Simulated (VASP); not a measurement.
Wanted: the native input for a VASP 6.6.1 run.

```
Task                   : relaxation of cell and atoms
Functional             : r2SCAN
Potentials or basis    : VASP PAW PBE potentials, release 64 (Ag)
Cutoff                 : 550 eV
k mesh                 : 11 × 11 × 11
Occupations            : fermi-dirac, width 0.05 eV
Spin                   : no spin polarisation
Target pressure        : 30 GPa
Dipole correction      : no
Further INCAR settings : ALGO = Normal; EDIFF = 1e-07; IBRION = 2; EDIFFG = -0.01; NSW = 80; ISIF = 3
```

Ag:

```
Ag
1.0
     0.00000    2.04500    2.04500
     2.04500    0.00000    2.04500
     2.04500    2.04500    0.00000
Ag
1
Direct
  0.00000 0.00000 0.00000
```

The input as run:

POSCAR

```
Ag
1.0
    0.0000000000      2.0450000000      2.0450000000
    2.0450000000      0.0000000000      2.0450000000
    2.0450000000      2.0450000000      0.0000000000
Ag
1
Direct
    0.0000000000      0.0000000000      0.0000000000
```

INCAR.step1

```
SYSTEM = Ag
  PREC = Accurate
  ENCUT = 550
  ISMEAR = -1
  SIGMA = 0.05
  LREAL = .FALSE.
  LASPH = .TRUE.
  NELM = 120
  GGA = PE
  ALGO = Normal
  EDIFF = 1E-5
  LWAVE = .TRUE.
  LCHARG = .FALSE.
  GGA_COMPAT = .FALSE.
  IBRION = 2
  ISIF = 3
  EDIFFG = -0.005
  NELMIN = 4
  NSW = 100
```

INCAR.step2

```
SYSTEM = Ag
  PREC = Accurate
  ENCUT = 550
  EDIFF = 1E-7
  ISMEAR = -1
  SIGMA = 0.05
  LREAL = .FALSE.
  LASPH = .TRUE.
  NELM = 120
  ALGO = Normal
  ISIF = 3
  LWAVE = .FALSE.
  LCHARG = .FALSE.
  METAGGA = R2SCAN
  LMIXTAU = .TRUE.
  IBRION = 2
  NSW = 80
  EDIFFG = -0.01
  PSTRESS = 300.0
  ISTART = 1
  GGA_COMPAT = .FALSE.
  NELMIN = 4
```

KPOINTS

```
Automatic mesh
0
G
  11 11 11
  0 0 0
```

Potentials or basis: VASP PAW PBE potentials, release 64 (Ag).

Command:

```sh
$ cat potpaw_PBE.64/Ag/POTCAR > POTCAR
$ cp INCAR.step1 INCAR
$ mpirun -np 1 vasp_std > vasp.out
$ cp INCAR.step2 INCAR
$ mpirun -np 1 vasp_std > vasp.out
```

Results of the run:

```
Relaxed volume                                             : 14.51 Å³/atom
Relaxed cell                                               : a = 2.738 Å, b = 2.738 Å, c = 2.738 Å, α = 60.00°, β = 60.00°, γ = 60.00°
Space group after relaxing (to 0.1 Å)                      : Fm-3m (No. 225)
Energy change on relaxing (the run minimises the enthalpy) : +210.3 meV/atom
Ionic steps                                                : 5
Pressure after relaxing                                    : 30.0 GPa
Band gap on the k mesh                                     : zero (an odd number of electrons rules out a gap without spin polarisation)
```

Caveat: the cell is relaxed towards a set pressure, so the run minimises the enthalpy, not the energy; the volume moved by over 15 % at a fixed basis, so the end points are rough; the PAW data sets were made with another functional, which shifts forces and pressure a little.

Run time: 81 s on 1 thread of Intel(R) Xeon(R) 6975P-C (Granite Rapids), on a shared host, peak memory 0.16 GiB.
